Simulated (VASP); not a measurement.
# BiTe4 (I4/mmm) in VASP: relaxation of cell and atoms with PBE

Aim: the relaxation of cell and atoms of BiTe4 with PBE.

Everything below comes from runs of VASP 6.6.1. Logs are shortened: lines on timing, memory, paths and dates and some standing lists are left out, and cuts for length are marked.

## 1. The cell of the first run

It takes space group I4/mmm (No. 139, tetragonal). The conventional cell has a = 6.128 Å, b = 6.128 Å, c = 9.375 Å, α = 90.00°, β = 90.00°, γ = 90.00°. Bi (site symmetry 4/mmm) has 6 Te at 3.06 to 3.17 Å within 4.0 Å. Te (site symmetry 4mm) has 5 Te at 3.03 to 3.42 Å and 1 Bi at 3.17 Å within 4.0 Å. Within 4.0 Å of Te (site symmetry mmm) lie 2 Bi at 3.06 Å and 4 Te at 3.42 Å.

The cell was generated, and may not be a known phase.

## 2. Relaxation of cell and atoms, PBE

INCAR reads:

```
PREC = Accurate
ENCUT = 600
EDIFF = 1E-6
ISMEAR = 0
SIGMA = 0.1
LREAL = F
LASPH = T
NELM = 100
ALGO = Normal
ISIF = 3
LWAVE = F
LCHARG = F
GGA = PE
IBRION = 2
NSW = 100
EDIFFG = -0.01
```

KPOINTS reads:

```
Automatic mesh
0
Gamma
  10 10 10
```

POSCAR reads:

```
BiTe4
1.0
   -3.0642240440      3.0642240440      4.6875081121
    3.0642240440     -3.0642240440      4.6875081121
    3.0642240440      3.0642240440     -4.6875081121
Bi Te
1 4
Direct
    0.0000000000      0.0000000000      0.0000000000
    0.3383666928      0.3383666928      0.0000000000
    0.6616333072      0.6616333072      0.0000000000
    0.5000000000      0.0000000000      0.5000000000
    0.0000000000      0.5000000000      0.5000000000
```

Potentials or basis: VASP PAW PBE potentials, release 64 (Bi_d, Te).

Launch:

```console
> cat potpaw_PBE.64/Bi_d/POTCAR potpaw_PBE.64/Te/POTCAR > POTCAR
> mpirun -np 1 vasp_std > vasp.out
```

OUTCAR:

```text
PREC = Accurate
   ENCUT = 600
   EDIFF = 1E-6
   ISMEAR = 0
   LREAL = F
   LASPH = T
   NELM = 100
   ISIF = 3
   GGA = PE
   IBRION = 2
   NSW = 100
   EDIFFG = -0.01

 ion  position               nearest neighbor table
   1  0.000  0.000  0.000-   4 3.06   5 3.06   5 3.06   4 3.06   2 3.17   3 3.17
   2  0.338  0.338  0.000-   3 3.03   1 3.17   5 3.42   4 3.42   4 3.42   5 3.42
   3  0.662  0.662  0.000-   2 3.03   1 3.17   4 3.42   5 3.42   4 3.42   5 3.42
   4  0.500  0.000  0.500-   1 3.06   1 3.06   2 3.42   3 3.42   2 3.42   3 3.42
   5  0.000  0.500  0.500-   1 3.06   1 3.06   2 3.42   3 3.42   3 3.42   2 3.42

  LATTYP: Found a body centered tetragonal cell.
 ALAT       =     6.1284480880
 C/A-ratio  =     1.5297537141

  Lattice vectors:

 A1 = (  -3.0642240440,   3.0642240440,   4.6875081121)
 A2 = (   3.0642240440,  -3.0642240440,   4.6875081121)
 A3 = (   3.0642240440,   3.0642240440,  -4.6875081121)

Analysis of symmetry for initial positions (statically):
=====================================================================
 Subroutine PRICEL returns:
 Original cell was already a primitive cell.

 Routine SETGRP: Setting up the symmetry group for a
 body centered tetragonal supercell.

 Subroutine GETGRP returns: Found 16 space group operations
 (whereof 16 operations were pure point group operations)
 out of a pool of 16 trial point group operations.

The static configuration has the point symmetry D_4h.

Analysis of symmetry for dynamics (positions and initial velocities):
=====================================================================
 Subroutine PRICEL returns:
 Original cell was already a primitive cell.

 Routine SETGRP: Setting up the symmetry group for a
 body centered tetragonal supercell.

 Subroutine GETGRP returns: Found 16 space group operations
 (whereof 16 operations were pure point group operations)
 out of a pool of 16 trial point group operations.

The dynamic configuration has the point symmetry D_4h.

 Subroutine INISYM returns: Found 16 space group operations
 (whereof 16 operations are pure point group operations),
 and found     1 'primitive' translations

----------------------------------------------------------------------------------------

                                     Primitive cell

  volume of cell :     176.0528

  direct lattice vectors                    reciprocal lattice vectors
    -3.064224044  3.064224044  4.687508112     0.000000000  0.163173447  0.106666482
     3.064224044 -3.064224044  4.687508112     0.163173447  0.000000000  0.106666482
     3.064224044  3.064224044 -4.687508112     0.163173447  0.163173447  0.000000000

  length of vectors
     6.383703493  6.383703493  6.383703493     0.194944382  0.194944382  0.230762102

  position of ions in fractional coordinates (direct lattice)
     0.000000000  0.000000000  0.000000000
     0.338366693  0.338366693  0.000000000
     0.661633307  0.661633307  0.000000000
     0.500000000  0.000000000  0.500000000
     0.000000000  0.500000000  0.500000000

  ion indices of the primitive-cell ions
   primitive index   ion index
                 1           1
                 2           2
                 3           3
                 4           4
                 5           5

----------------------------------------------------------------------------------------

 KPOINTS: Automatic mesh

Automatic generation of k-mesh.
 Grid dimensions read from file:
 generate k-points for:   10   10   10

 Generating k-lattice:

  Cartesian coordinates                     Fractional coordinates (reciprocal lattice)
     0.000000000  0.016317345  0.010666648     0.100000000  0.000000000 -0.000000000
     0.016317345  0.000000000  0.010666648     0.000000000  0.100000000 -0.000000000
     0.016317345  0.016317345  0.000000000     0.000000000  0.000000000  0.100000000

  Length of vectors
     0.019494438  0.019494438  0.023076210

  Shift w.r.t. Gamma in fractional coordinates (k-lattice)
     0.000000000  0.000000000  0.000000000

 Subroutine IBZKPT returns following result:
 ===========================================

 Found    102 irreducible k-points:

 Following reciprocal coordinates:
            Coordinates               Weight
  0.000000  0.000000  0.000000      1.000000
  0.100000 -0.000000  0.000000      8.000000
  0.200000 -0.000000  0.000000      8.000000
  0.300000 -0.000000  0.000000      8.000000
  0.400000 -0.000000  0.000000      8.000000
  0.500000 -0.000000  0.000000      4.000000
[... 16 lines left out ...]
  0.300000  0.300000  0.000000      8.000000
  0.400000  0.300000  0.000000     16.000000
 [... further k-points ...]
   k-points           NKPTS =    102   k-points in BZ     NKDIM =    102   number of bands    NBANDS=     23
   number of dos      NEDOS =    301   number of ions     NIONS =      5
   total plane-waves  NPLWV = 157464
   dimension x,y,z NGX =    54 NGY =   54 NGZ =   54
   dimension x,y,z NGXF=   108 NGYF=  108 NGZF=  108
   ions per type =               1   4
   NGX,Y,Z   is equivalent  to a cutoff of  14.06, 14.06, 14.06 a.u.
   NGXF,Y,Z  is equivalent  to a cutoff of  28.13, 28.13, 28.13 a.u.
 SYSTEM =  unknown system
   PREC   = accura    normal or accurate (medium, high low for compatibility)
   ISTART =      0    job   : 0-new  1-cont  2-samecut
   ICHARG =      2    charge: 1-file 2-atom 10-const
   ISPIN  =      1    spin polarized calculation?
   LNONCOLLINEAR =      F non collinear calculations
   LSORBIT =      F    spin-orbit coupling
   LASPH  =      T    aspherical Exc in radial PAW
   ENCUT  =  600.0 eV  44.10 Ry    6.64 a.u.  12.75 12.75 12.75*2*pi/ulx,y,z
   NELM   =    100;   NELMIN=  2; NELMDL= -5     # of ELM steps
   EDIFF  = 0.1E-05   stopping-criterion for ELM
   LREAL  =      F    real-space projection
   EDIFFG = -.1E-01   stopping-criterion for IOM
   NSW    =    100    number of steps for IOM
   IBRION =      2    ionic relax: 0-MD 1-quasi-New 2-CG
   NFREE  =      1    steps in history (QN), initial steepest desc. (CG)
   ISIF   =      3    stress and relaxation
   ISYM   =      2    0-nonsym 1-usesym 2-fastsym
   POTIM  = 0.5000    time-step for ionic-motion
   TEBEG  =    0.0;   TEEND  =   0.0 temperature during run
   PSTRESS=    0.0 pullay stress
   NELECT =      39.0000    total number of electrons
   NUPDOWN=      -1.0000    fix difference up-down
   EMIN   =  10.00;   EMAX   =-10.00  energy-range for DOS
   EFERMI =   0.00;   METHOD = LEGACY
   ISMEAR =     0;   SIGMA  =   0.10  broadening in eV -4-tet -1-fermi 0-gaus
   EFERMI_NEDOS =   21; number of points for ismear=-14 and -15
   IALGO  =     38    algorithm
   IMIX   =      4    mixing-type and parameters
     AMIX     =   0.40;   BMIX     =  1.00
     AMIX_MAG =   1.60;   BMIX_MAG =  1.00
  volume/ion in A,a.u.               =      35.21       237.61
  Fermi-wavevector in a.u.,A,eV,Ry     =   0.990563  1.871892 13.350236  0.981215
  Thomas-Fermi vector in A             =   2.122242
   LORBIT       =      0    0 simple, 1 ext, 2 COOP (PROOUT), +10 PAW based schemes
   GGA     = PE    functional components
   LHFCALC =     F    Hartree Fock is set to
   AEXX    =    0.0000 exact exchange contribution
   IVDW    =     0    specifies the selected vdW correction
   LEPSILON=     F    determine dielectric tensor
   LRPA    =     F    only Hartree local field effects (RPA)
 conjugate gradient relaxation of ions
 non-spin polarized calculation
 Gauss-broadening in eV      SIGMA  =   0.10
  energy-cutoff  :      600.00
  volume of cell :      176.05
 maximum number of plane-waves:      5955
 NGX is ok and might be reduce to    54
   NGX = 25   NGY = 25   NGZ = 25

--------------------------------------- Ionic step        1  -------------------------------------------

 number of electron      38.9999998 magnetization

 Free energy of the ion-electron system (eV)
  ---------------------------------------------------
  ext. energy  EPLUGINS =         0.00000000
  ---------------------------------------------------
  free energy    TOTEN  =       -15.45206961 eV

  energy without entropy =      -15.43427350  energy(sigma->0) =      -15.44317156

------------------------ aborting loop because EDIFF is reached ----------------------------------------

  FORCE on cell =-STRESS in cart. coord.  units (eV):
  Direction    XX          YY          ZZ          XY          YZ          ZX
  --------------------------------------------------------------------------------------
  -------------------------------------------------------------------------------------
  Total       -0.0534540     -0.0534540     -0.2935667      0.0000000      0.0000000      0.0000000
  in kB       -0.4864607     -0.4864607     -2.6716174      0.0000000      0.0000000      0.0000000
  external PRESSURE =      -1.2148463 kB  Pullay stress =       0.0000000 kB
[... 180 lines left out ...]
  energy  without entropy=      -15.4471232097  energy(sigma->0) =      -15.45589765

--------------------------------------- Ionic step        6  -------------------------------------------

 number of electron      38.9999997 magnetization

 Free energy of the ion-electron system (eV)
  ---------------------------------------------------
  ext. energy  EPLUGINS =         0.00000000
  ---------------------------------------------------
  free energy    TOTEN  =       -15.46496157 eV

  energy without entropy =      -15.44749955  energy(sigma->0) =      -15.45623056

 E-fermi :   5.6022     XC(G=0):  -9.0310

 val. band max:        5.6007432301   @ k =  -0.3000   0.3000   0.0000
 cond. band min:       5.6147585126   @ k =   0.5000   0.1000   0.0000
 fundamental gap:      0.0140152825
 Fermi energy:         5.6022491252

 k-point     1 :       0.0000    0.0000    0.0000
  band No.  band energies     occupation
      1     -17.6122      2.00000
      2     -17.5822      2.00000
      3     -17.5532      2.00000
      4     -17.5427      2.00000
      5     -17.5427      2.00000
      6      -7.7283      2.00000
[... 613 lines left out ...]
     22       6.0848      0.00000
     23       6.6810      0.00000

 [... further k-points ...]
[... 5 lines left out ...]
  --------------------------------------------------------------------------------------
  -------------------------------------------------------------------------------------
  Total       -0.0003538     -0.0003538      0.0089323      0.0000000     -0.0000000      0.0000000
  in kB       -0.0032114     -0.0032114      0.0810836      0.0000000     -0.0000000      0.0000000
  external PRESSURE =       0.0248870 kB  Pullay stress =       0.0000000 kB
[... 20 lines left out ...]
  FREE ENERGIE OF THE ION-ELECTRON SYSTEM (eV)
  ---------------------------------------------------
  free  energy   TOTEN  =       -15.4649615742 eV

  energy  without entropy=      -15.4474995454  energy(sigma->0) =      -15.45623056

 reached required accuracy - stopping structural energy minimisation
```

It took 29 min on 1 thread of Intel Xeon Platinum 8375C at 2.90GHz (Ice Lake), shared host; peak memory 0.75 GiB.

What came out:

| Quantity | Value |
| --- | --- |
| Free energy | -15.4650 eV |
| Relaxed volume | 35.30 Å³/atom |
| Relaxed cell | a = 6.389 Å, b = 6.389 Å, c = 6.389 Å, α = 122.63°, β = 122.63°, γ = 85.51° |
| Space group after relaxing (to 0.1 Å) | I4/mmm (No. 139) |
| Energy gained by relaxing | 2.6 meV/atom |
| Ionic steps | 6 |
| Pressure after relaxing | 0.0 GPa |
| Band gap on the k mesh | zero (an odd number of electrons rules out a gap without spin polarisation) |

Forces on the atoms (eV/Å):
```
Bi   0.000  0.000  0.000
Te   0.000  0.000  0.003
Te   0.000  0.000 -0.003
Te   0.000  0.000  0.000
Te   0.000  0.000  0.000
```

The path:
| step | energy change (eV) | largest force (eV/Å) | pressure (GPa) | volume (Å³) |
| --- | --- | --- | --- | --- |
| 1 | 0.0000 | 0.3068 | -0.12 | 176.05 |
| 2 | -0.0076 | 0.1858 | 0.11 | 175.37 |
| 3 | -0.0100 | 0.0647 | 0.33 | 174.77 |
| 4 | -0.0126 | 0.0104 | -0.05 | 176.58 |
| 5 | -0.0126 | 0.0110 | -0.04 | 176.56 |
| 6 | -0.0129 | 0.0026 | 0.00 | 176.50 |

Final structure:
```
Bi Te
1.0
    -3.06684    3.06684    4.69139
     3.06684   -3.06684    4.69139
     3.06684    3.06684   -4.69139
Bi Te
1 4
Direct
  0.00000 0.00000 0.00000
  0.34274 0.34274 0.00000
  0.65726 0.65726 0.00000
  0.50000 0.00000 0.50000
  0.00000 0.50000 0.50000
```

Caveat: spin-orbit coupling is left out, which moves the levels of the heavy elements; an odd number of electrons without spin polarisation forces a metal; a magnetic or distorted state may lie lower.
